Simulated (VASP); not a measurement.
# W in VASP: notebook

The runs below take W through single point, with PBE+D3(BJ).

Everything below comes from runs of VASP 6.6.1. Logs are shortened: lines on timing, memory, paths and dates and some standing lists are left out, and cuts for length are marked.

## 1. The cell of the first run

The cell holds a slab with vacuum, 20 atoms: a = 6.319 Å, b = 6.319 Å, c = 22.319 Å, α = 90.00°, β = 90.00°, γ = 90.00°.

## 2. Single point, PBE+D3(BJ)

INCAR reads:

```
  ALGO = Normal
  DIPOL = 0.5 0.5 0.499
  EDIFF = 1E-7
  ENCUT = 520
  GGA = PE
  IDIPOL = 3
  ISIF = 2
  ISMEAR = 0
  IVDW = 12
  LASPH = True
  LCHARG = False
  LDIPOL = True
  LREAL = Auto
  LWAVE = False
  NBANDS = 156
  NELM = 60
  PREC = Accurate
  SIGMA = 0.1
```

KPOINTS reads:

```
k-points
0
Gamma
  3 3 1
```

POSCAR reads:

```
W
1.0
    6.3187499324      0.0000000000      0.0000000000
    0.0000000000      6.3187499324      0.0000000000
    0.0000000000      0.0000000000     22.3187499324
W
20
Direct
    0.2500000000      0.7500000000      0.3584430142
    0.2500000000      0.2500000000      0.3584430142
    0.7500000000      0.7500000000      0.3584430142
    0.7500000000      0.2500000000      0.3584430142
    0.5000000000      0.5000000000      0.4292215071
    0.5000000000      0.0000000000      0.4292215071
    0.0000000000      0.5000000000      0.4292215071
    0.0000000000      0.0000000000      0.4292215071
    0.7500000000      0.2500000000      0.4988136938
    0.7500000000      0.7500000000      0.4988136938
    0.2500000000      0.2500000000      0.4988136938
    0.2500000000      0.7500000000      0.4988136938
    0.0000000000      0.0000000000      0.5725173853
    0.0000000000      0.5000000000      0.5725173853
    0.5000000000      0.0000000000      0.5725173853
    0.5000000000      0.5000000000      0.5725173853
    0.2500000000      0.7500000000      0.6355471199
    0.2500000000      0.2500000000      0.6355471199
    0.7500000000      0.7500000000      0.6355471199
    0.7500000000      0.2500000000      0.6355471199
```

Potentials or basis: VASP PAW PBE potentials, release 64 (W_sv).

Started as:

```sh
$ cat potpaw_PBE.64/W_sv/POTCAR > POTCAR
$ mpirun -np 1 vasp_std > vasp.out
```

OUTCAR:

```text
EDIFF = 1E-7
   ENCUT = 520
   GGA = PE
   ISIF = 2
   ISMEAR = 0
   IVDW = 12
   LASPH = True
   LREAL = Auto
   NELM = 60
   PREC = Accurate
 IVDW          = 12

 ion  position               nearest neighbor table
   1  0.250  0.750  0.358-   5 2.74   6 2.74   7 2.74   8 2.74  12 3.13   3 3.16   2 3.16   2 3.16
                             3 3.16
   2  0.250  0.250  0.358-   5 2.74   6 2.74   7 2.74   8 2.74  11 3.13   4 3.16   1 3.16   1 3.16
                             4 3.16
   3  0.750  0.750  0.358-   5 2.74   6 2.74   7 2.74   8 2.74  10 3.13   4 3.16   1 3.16   4 3.16
                             1 3.16
   4  0.750  0.250  0.358-   5 2.74   6 2.74   7 2.74   8 2.74   9 3.13   3 3.16   2 3.16   3 3.16
                             2 3.16
   5  0.500  0.500  0.429-   9 2.72  10 2.72  11 2.72  12 2.72   1 2.74   2 2.74   3 2.74   4 2.74
                             6 3.16   7 3.16   6 3.16   7 3.16  16 3.20
   6  0.500  0.000  0.429-   9 2.72  10 2.72  11 2.72  12 2.72   1 2.74   2 2.74   3 2.74   4 2.74
                             5 3.16   8 3.16   5 3.16   8 3.16  15 3.20
   7  0.000  0.500  0.429-   9 2.72  10 2.72  11 2.72  12 2.72   1 2.74   2 2.74   3 2.74   4 2.74
                             5 3.16   8 3.16   8 3.16   5 3.16  14 3.20
   8  0.000  0.000  0.429-   9 2.72  10 2.72  11 2.72  12 2.72   1 2.74   2 2.74   3 2.74   4 2.74
                             6 3.16   7 3.16   7 3.16   6 3.16  13 3.20
   9  0.750  0.250  0.499-   5 2.72   6 2.72   7 2.72   8 2.72  13 2.77  14 2.77  15 2.77  16 2.77
[... 30 lines left out ...]
 A1 = (   6.3187499324,   0.0000000000,   0.0000000000)
 A2 = (   0.0000000000,   6.3187499324,   0.0000000000)
 A3 = (   0.0000000000,   0.0000000000,  22.3187499324)

Analysis of symmetry for initial positions (statically):
=====================================================================
 Subroutine PRICEL returns following result:

  LATTYP: Found a simple tetragonal cell.
 ALAT       =     3.1593749662
 C/A-ratio  =     7.0642928336

  Lattice vectors:

 A1 = (   3.1593749662,   0.0000000000,   0.0000000000)
 A2 = (   0.0000000000,   3.1593749662,   0.0000000000)
 A3 = (   0.0000000000,   0.0000000000,  22.3187499324)

   4 primitive cells build up your supercell.

 Routine SETGRP: Setting up the symmetry group for a
 simple tetragonal supercell.

 Subroutine GETGRP returns: Found  8 space group operations
 (whereof  8 operations were pure point group operations)
 out of a pool of 16 trial point group operations.

The static configuration has the point symmetry C_4v.

Analysis of symmetry for dynamics (positions and initial velocities):
=====================================================================
 Subroutine PRICEL returns following result:

  LATTYP: Found a simple tetragonal cell.
 ALAT       =     3.1593749662
 C/A-ratio  =     7.0642928336
[... 119 lines left out ...]
     AMIX     =   0.40;   BMIX     =  1.00
     AMIX_MAG =   1.60;   BMIX_MAG =  1.00
  volume/ion in A,a.u.               =      44.56       300.68
  Fermi-wavevector in a.u.,A,eV,Ry     =   1.112970  2.103208 16.853566  1.238702
  Thomas-Fermi vector in A             =   2.249550
   LORBIT       =      0    0 simple, 1 ext, 2 COOP (PROOUT), +10 PAW based schemes
   GGA     = PE    functional components
   LHFCALC =     F    Hartree Fock is set to
   AEXX    =    0.0000 exact exchange contribution
   IVDW    =    12    specifies the selected vdW correction
   LEPSILON=     F    determine dielectric tensor
   LRPA    =     F    only Hartree local field effects (RPA)
 non-spin polarized calculation
 Gauss-broadening in eV      SIGMA  =   0.10
  energy-cutoff  :      520.00
  volume of cell :      891.11
 maximum number of plane-waves:     24047
 NGX is ok and might be reduce to    48
   NGX = 23   NGY = 23   NGZ = 83

 dipolmoment           0.000000      0.000000      0.000836 electrons x Angstroem

 number of electron     279.9999999 magnetization

 dipolmoment           0.000000      0.000000     -0.034947 electrons x Angstroem

 Free energy of the ion-electron system (eV)
  ---------------------------------------------------
  ext. energy  EPLUGINS =         0.00000000
  ---------------------------------------------------
  free energy    TOTEN  =      -238.16099316 eV

  energy without entropy =     -238.02009349  energy(sigma->0) =     -238.09054332

 E-fermi :   1.4702     XC(G=0):  -5.9157

 val. band max:        1.4603231162   @ k =   0.3333   0.3333   0.0000
 cond. band min:       1.4753035210   @ k =   0.0000   0.0000   0.0000
 fundamental gap:      0.0149804048
 Fermi energy:         1.4701903617

 k-point     1 :       0.0000    0.0000    0.0000
  band No.  band energies     occupation
      1     -72.6652      2.00000
      2     -72.6240      2.00000
      3     -72.6240      2.00000
      4     -72.6148      2.00000
      5     -72.6053      2.00000
      6     -72.5864      2.00000
[... 454 lines left out ...]
    151       2.5570      0.00000
    152       2.5570      0.00000
 [bands above 152 left out]

------------------------ aborting loop because EDIFF is reached ----------------------------------------

 vacuum level on the upper side and lower side of the slab       (xc-potential included)        -0.163        -0.008

 Edisp (eV)   -9.44023

 E8    (eV) :    -5.0296

  FORCE on cell =-STRESS in cart. coord.  units (eV):
  Direction    XX          YY          ZZ          XY          YZ          ZX
  --------------------------------------------------------------------------------------
  -------------------------------------------------------------------------------------
  Total     -21.37486   -21.37486    -7.42365     0.00000     0.00000     0.00000
  in kB     -38.43100   -38.43100   -13.34737     0.00000     0.00000     0.00000
  external pressure =      -30.07 kB  Pullay stress =        0.00 kB

 VOLUME and BASIS-vectors are now :
 -----------------------------------------------------------------------------
  energy-cutoff  :      520.00
  volume of cell :      891.11
      direct lattice vectors                 reciprocal lattice vectors
     6.318749932  0.000000000  0.000000000     0.158259151  0.000000000  0.000000000
     0.000000000  6.318749932  0.000000000     0.000000000  0.158259151  0.000000000
     0.000000000  0.000000000 22.318749932     0.000000000  0.000000000  0.044805377

 POSITION                                       TOTAL-FORCE (eV/Angst)
 -----------------------------------------------------------------------------------
      1.57969      4.73906      8.00000        -0.000000     -0.000000      1.263612
      1.57969      1.57969      8.00000        -0.000000      0.000000      1.263612
      4.73906      4.73906      8.00000         0.000000     -0.000000      1.263612
      4.73906      1.57969      8.00000        -0.000000      0.000000      1.263612
      3.15937      3.15937      9.57969        -0.000000     -0.000000     -1.318446
      3.15937      0.00000      9.57969         0.000000      0.000000     -1.318446
[... 12 lines left out ...]
      4.73906      4.73906     14.18462        -0.000000      0.000000      0.051999
      4.73906      1.57969     14.18462        -0.000000     -0.000000      0.051999
 -----------------------------------------------------------------------------------
    total drift:                                0.000000      0.000000     -0.011293

  FREE ENERGIE OF THE ION-ELECTRON SYSTEM (eV)
  ---------------------------------------------------
  free  energy   TOTEN  =      -247.6012196319 eV

  energy  without entropy=     -247.4603199619  energy(sigma->0) =     -247.53076980

 vacuum level on the upper side and lower side of the slab         5.448         5.608
```

OSZICAR:

```text
N       E                     dE             d eps       ncg     rms          rms(c)
DAV:   1     0.369509293760E+04    0.36951E+04   -0.17555E+05  1192   0.174E+03
DAV:   2    -0.668086006076E+02   -0.37619E+04   -0.37133E+04  1044   0.548E+02
DAV:   3    -0.247128002839E+03   -0.18032E+03   -0.17542E+03  1184   0.115E+02
[... 31 lines left out ...]
DAV:  35    -0.238160991990E+03   -0.91120E-06   -0.61239E-08   616   0.859E-04    0.458E-04
DAV:  36    -0.238160992828E+03   -0.83751E-06   -0.11525E-07   592   0.814E-04    0.453E-04
DAV:  37    -0.238160992958E+03   -0.13034E-06   -0.19836E-08   608   0.387E-04    0.250E-04
DAV:  38    -0.238160993136E+03   -0.17811E-06   -0.20987E-08   584   0.312E-04    0.869E-05
DAV:  39    -0.238160993158E+03   -0.21901E-07   -0.33340E-09   568   0.224E-04
   1 F= -.24760122E+03 E0= -.24753077E+03  d E =-.140900E+00
```

stdout:

```text
POSCAR found type information on POSCAR W
 POSCAR found :  1 types and      20 ions
 scaLAPACK will be used
 LDA part: xc-table for (Slater+PW92), standard interpolation
 POSCAR, INCAR and KPOINTS ok, starting setup
 FFT: planning ... GRIDC
 FFT: planning ... GRID_SOFT
 FFT: planning ... GRID
 WAVECAR not read
 entering main loop
```

Wall time 18 min (1 thread of Intel Xeon 6975P-C (Granite Rapids), shared host); peak memory 0.86 GiB.

What came out:

```
Free energy                : -247.6012 eV
Largest force              : 1.318 eV/Å
Band gap on the k mesh     : zero (bands 140 and 141 overlap by 0.24 eV)
Dispersion energy per atom : -0.472 eV
```

Forces on the atoms (eV/Å):
```
W    0.000  0.000  1.264
W    0.000  0.000  1.264
W    0.000  0.000  1.264
W    0.000  0.000  1.264
W    0.000  0.000 -1.318
W    0.000  0.000 -1.318
W    0.000  0.000 -1.318
W    0.000  0.000 -1.318
W    0.000  0.000  0.011
W    0.000  0.000  0.011
W    0.000  0.000  0.011
W    0.000  0.000  0.011
W    0.000  0.000 -0.008
W    0.000  0.000 -0.008
W    0.000  0.000 -0.008
W    0.000  0.000 -0.008
W    0.000  0.000  0.052
W    0.000  0.000  0.052
W    0.000  0.000  0.052
W    0.000  0.000  0.052
```

Caveat: spin-orbit coupling is left out, which moves the levels of the heavy elements.

## 3. Single point, PBE+D3(BJ)

This run uses another cell than the first one.

INCAR reads:

```
PREC = Accurate ; ENCUT = 520
EDIFF = 1E-6 ; ISMEAR = 0
SIGMA = 0.1 ; LREAL = Auto
LASPH = True ; NELM = 100
ALGO = Fast ; ISIF = 2
LWAVE = False ; LCHARG = False
LDIPOL = True ; IDIPOL = 3
DIPOL = 0.5 0.5 0.499 ; GGA = PE
IVDW = 12 ; NBANDS = 156
```

KPOINTS reads:

```
Automatic mesh
0
Gamma
  5 5 1
```

POSCAR reads:

```
W
1.0
    6.3187499463      0.0000000000      0.0000000000
    0.0000000000      6.3187499463      0.0000000000
    0.0000000000      0.0000000000     23.3187499463
W
20
Direct
    0.2500000000      0.7500000000      0.3645135361
    0.2500000000      0.2500000000      0.3645135361
    0.7500000000      0.7500000000      0.3645135361
    0.7500000000      0.2500000000      0.3645135361
    0.5000000000      0.5000000000      0.4322567680
    0.5000000000      0.0000000000      0.4322567680
    0.0000000000      0.5000000000      0.4322567680
    0.0000000000      0.0000000000      0.4322567680
    0.7500000000      0.2500000000      0.4991420578
    0.7500000000      0.7500000000      0.4991420578
    0.2500000000      0.2500000000      0.4991420578
    0.2500000000      0.7500000000      0.4991420578
    0.0000000000      0.0000000000      0.5691826984
    0.0000000000      0.5000000000      0.5691826984
    0.5000000000      0.0000000000      0.5691826984
    0.5000000000      0.5000000000      0.5691826984
    0.2500000000      0.7500000000      0.6297156724
    0.2500000000      0.2500000000      0.6297156724
    0.7500000000      0.7500000000      0.6297156724
    0.7500000000      0.2500000000      0.6297156724
```

Potentials or basis: VASP PAW PBE potentials, release 64 (W_sv).

Started as:

```sh
$ cat potpaw_PBE.64/W_sv/POTCAR > POTCAR
$ mpirun -np 1 vasp_std > vasp.out
```

OUTCAR:

```text
PREC = Accurate
   ENCUT = 520
   EDIFF = 1E-6
   ISMEAR = 0
   LREAL = Auto
   LASPH = True
   NELM = 100
   ISIF = 2
   GGA = PE
   IVDW = 12
 IVDW          = 12

 ion  position               nearest neighbor table
   1  0.250  0.750  0.365-   5 2.74   6 2.74   7 2.74   8 2.74  12 3.14   3 3.16   2 3.16   2 3.16
                             3 3.16
   2  0.250  0.250  0.365-   5 2.74   6 2.74   7 2.74   8 2.74  11 3.14   4 3.16   1 3.16   1 3.16
                             4 3.16
   3  0.750  0.750  0.365-   5 2.74   6 2.74   7 2.74   8 2.74  10 3.14   4 3.16   1 3.16   4 3.16
                             1 3.16
   4  0.750  0.250  0.365-   5 2.74   6 2.74   7 2.74   8 2.74   9 3.14   3 3.16   2 3.16   3 3.16
                             2 3.16
   5  0.500  0.500  0.432-   9 2.72  10 2.72  11 2.72  12 2.72   1 2.74   2 2.74   3 2.74   4 2.74
                             6 3.16   7 3.16   6 3.16   7 3.16  16 3.19
   6  0.500  0.000  0.432-   9 2.72  10 2.72  11 2.72  12 2.72   1 2.74   2 2.74   3 2.74   4 2.74
                             5 3.16   8 3.16   5 3.16   8 3.16  15 3.19
   7  0.000  0.500  0.432-   9 2.72  10 2.72  11 2.72  12 2.72   1 2.74   2 2.74   3 2.74   4 2.74
                             5 3.16   8 3.16   8 3.16   5 3.16  14 3.19
[... 1164 lines left out ...]
------------------------ aborting loop because EDIFF is reached ----------------------------------------

 vacuum level on the upper side and lower side of the slab       (xc-potential included)        -0.212        -0.073

 Edisp (eV)   -9.43910

 E8    (eV) :    -5.0308

  FORCE on cell =-STRESS in cart. coord.  units (eV):
  Direction    XX          YY          ZZ          XY          YZ          ZX
  --------------------------------------------------------------------------------------
  -------------------------------------------------------------------------------------
  Total     -22.84340   -22.84340    -7.47413     0.00000     0.00000     0.00000
  in kB     -39.31007   -39.31007   -12.86185     0.00000     0.00000     0.00000
  external pressure =      -30.49 kB  Pullay stress =        0.00 kB

 VOLUME and BASIS-vectors are now :
 -----------------------------------------------------------------------------
  energy-cutoff  :      520.00
  volume of cell :      931.04
      direct lattice vectors                 reciprocal lattice vectors
     6.318749946  0.000000000  0.000000000     0.158259151  0.000000000  0.000000000
     0.000000000  6.318749946  0.000000000     0.000000000  0.158259151  0.000000000
     0.000000000  0.000000000 23.318749946     0.000000000  0.000000000  0.042883945

 POSITION                                       TOTAL-FORCE (eV/Angst)
 -----------------------------------------------------------------------------------
      1.57969      4.73906      8.50000         0.000000      0.000000      1.274304
      1.57969      1.57969      8.50000         0.000000     -0.000000      1.274304
      4.73906      4.73906      8.50000         0.000000      0.000000      1.274304
      4.73906      1.57969      8.50000        -0.000000     -0.000000      1.274304
      3.15937      3.15937     10.07969        -0.000000     -0.000000     -1.327952
      3.15937      0.00000     10.07969        -0.000000      0.000000     -1.327952
[... 12 lines left out ...]
      4.73906      4.73906     14.68418         0.000000      0.000000      0.052500
      4.73906      1.57969     14.68418         0.000000     -0.000000      0.052500
 -----------------------------------------------------------------------------------
    total drift:                                0.000000     -0.000000      0.012579

  FREE ENERGIE OF THE ION-ELECTRON SYSTEM (eV)
  ---------------------------------------------------
  free  energy   TOTEN  =      -247.8433869186 eV

  energy  without entropy=     -247.6987438789  energy(sigma->0) =     -247.77106540

 vacuum level on the upper side and lower side of the slab         5.196         5.333
```

OSZICAR:

```text
N       E                     dE             d eps       ncg     rms          rms(c)
DAV:   1     0.367985469387E+04    0.36799E+04   -0.17538E+05  2408   0.172E+03
DAV:   2    -0.676154106543E+02   -0.37475E+04   -0.37005E+04  2088   0.543E+02
DAV:   3    -0.246744635877E+03   -0.17913E+03   -0.17415E+03  2320   0.114E+02
[... 27 lines left out ...]
RMM:  31    -0.238404276326E+03   -0.69018E-05   -0.53396E-06  1005   0.149E-03    0.314E-03
RMM:  32    -0.238404282040E+03   -0.57139E-05   -0.35490E-06  1164   0.135E-03    0.225E-03
RMM:  33    -0.238404283149E+03   -0.11093E-05   -0.19069E-06   734   0.896E-04    0.105E-03
RMM:  34    -0.238404284564E+03   -0.14147E-05   -0.13004E-06   759   0.930E-04    0.149E-03
RMM:  35    -0.238404285104E+03   -0.53968E-06   -0.63541E-07   583   0.778E-04
   1 F= -.24784339E+03 E0= -.24777107E+03  d E =-.144643E+00
```

Wall time 64 min (1 thread of Oxide Virtual Turin-like, shared host); peak memory 1.1 GiB.

Results:

```yaml
Free_energy: -247.8434 eV
Largest_force: 1.328 eV/Å
Band_gap_on_the_k_mesh: zero (bands 140 and 141 overlap by 0.37 eV)
Dispersion_energy_per_atom: -0.472 eV
```

Forces on the atoms (eV/Å):
```
W    0.000  0.000  1.274
W    0.000  0.000  1.274
W    0.000  0.000  1.274
W    0.000  0.000  1.274
W    0.000  0.000 -1.328
W    0.000  0.000 -1.328
W    0.000  0.000 -1.328
W    0.000  0.000 -1.328
W    0.000  0.000  0.010
W    0.000  0.000  0.010
W    0.000  0.000  0.010
W    0.000  0.000  0.010
W    0.000  0.000 -0.009
W    0.000  0.000 -0.009
W    0.000  0.000 -0.009
W    0.000  0.000 -0.009
W    0.000  0.000  0.052
W    0.000  0.000  0.052
W    0.000  0.000  0.052
W    0.000  0.000  0.052
```

Levels at points of the mesh, in eV from the Fermi level:
| k point | band 135 | band 136 | band 137 | band 138 | band 139 | band 140 | band 141 | band 142 | band 143 | band 144 |
| --- | --- | --- | --- | --- | --- | --- | --- | --- | --- | --- |
| (0.00, 0.00, 0.00) | -0.23 | -0.21 | -0.04 | 0.02 | 0.02 | 0.05 | 0.08 | 0.08 | 0.21 | 0.21 |

Caveat: spin-orbit coupling is left out, which moves the levels of the heavy elements.

The gap in the log of VASP goes by the Fermi energy; the results here count the filled bands.